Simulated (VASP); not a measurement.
# HfSi3: single point with PBEsol

The system is HfSi3.

```
CELL_PARAMETERS angstrom
3.95752 0.00000 0.00000
0.00000 3.95752 0.00000
0.00000 0.00000 3.95752
ATOMIC_POSITIONS crystal
Hf 0.00000 0.00000 0.00000
Si 0.00000 0.50000 0.50000
Si 0.50000 0.50000 0.00000
Si 0.50000 0.00000 0.50000
```

```json
{
  "Program": "VASP 6.6.1",
  "Task": "single point",
  "Functional": "PBEsol",
  "Potentials or basis": "VASP PAW PBE potentials, release 64 (Hf_pv, Si)",
  "Cutoff": "520 eV",
  "k mesh": "8 × 8 × 8",
  "Occupations": "gaussian, width 0.05 eV",
  "Spin": "no spin polarisation"
}
```

| Item | Value |
| --- | --- |
| Pressure | -2.5 GPa |
| Band gap on the k mesh | zero (band 11 reaches 10.12 eV, above the bottom of band 12 at 8.18 eV) |

Levels at points of the mesh, in eV from the Fermi level:
```csv
k point,band 8,band 9,band 10,band 11,band 12,band 13,band 14,band 15
"(0.00, 0.00, 0.00)",-4.23,-4.23,-0.24,-0.08,-0.08,-0.08,2.17,2.17
"(0.50, 0.00, 0.00)",-4.00,-3.56,-1.12,-1.12,-0.28,0.31,0.46,2.87
"(0.50, 0.50, 0.00)",-3.10,-3.10,-1.15,-0.98,0.73,0.73,0.89,1.67
"(0.50, 0.50, 0.50)",-5.06,-5.06,-5.06,-1.04,2.15,2.15,4.02,4.02
```

It took 26 s on 1 thread of Intel(R) Xeon(R) Platinum 8488C (Sapphire Rapids) (shared host), peak memory 0.19 GiB.

Caveat: the PAW data sets were made with another functional, which shifts forces and pressure a little; spin-orbit coupling is left out, which moves the levels of the heavy elements.
